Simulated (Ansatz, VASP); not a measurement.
Be in VASP and in Ansatz

```
Be
1.0
     2.33012    0.00000    0.00000
    -1.16506    2.01794    0.00000
     0.00000    0.00000    3.65450
Be
2
Direct
  0.66667 0.33333 0.75000
  0.33333 0.66667 0.25000
```

Change from the starting cell: volume scaled by 1.06.

Alike in both runs: task single point; functional LDA; k mesh 13 × 13 × 8; occupations fermi-dirac, width 0.05 eV; no spin polarisation.

|  | VASP | Ansatz |
| --- | --- | --- |
| version | VASP 6.6.1 | Ansatz 0.2.0 |
| potentials or method | VASP PAW LDA potentials, release 64 (Be), cutoff 520 eV | all-electron LAPW, scalar-relativistic |

Ansatz gave:

| Quantity | Value |
| --- | --- |
| gap on the k mesh at the Fermi level (eV) | none |
| pressure (GPa) | -13.7 |
| traceless stress, the component that is largest in VASP (GPa) | -1.37 |

Question: Estimate VASP's values.

Answer: gap on the k mesh at the Fermi level (eV): none; pressure (GPa): -13.3; traceless stress, the component that is largest in VASP (GPa): -1.36.

LDA's correlation is that of Perdew and Zunger in VASP and of Perdew and Wang (1992) in Ansatz. A gap of «none» marks a metal or a gap that the smearing closes. Ansatz ran all-electron here, and VASP with PAW potentials.
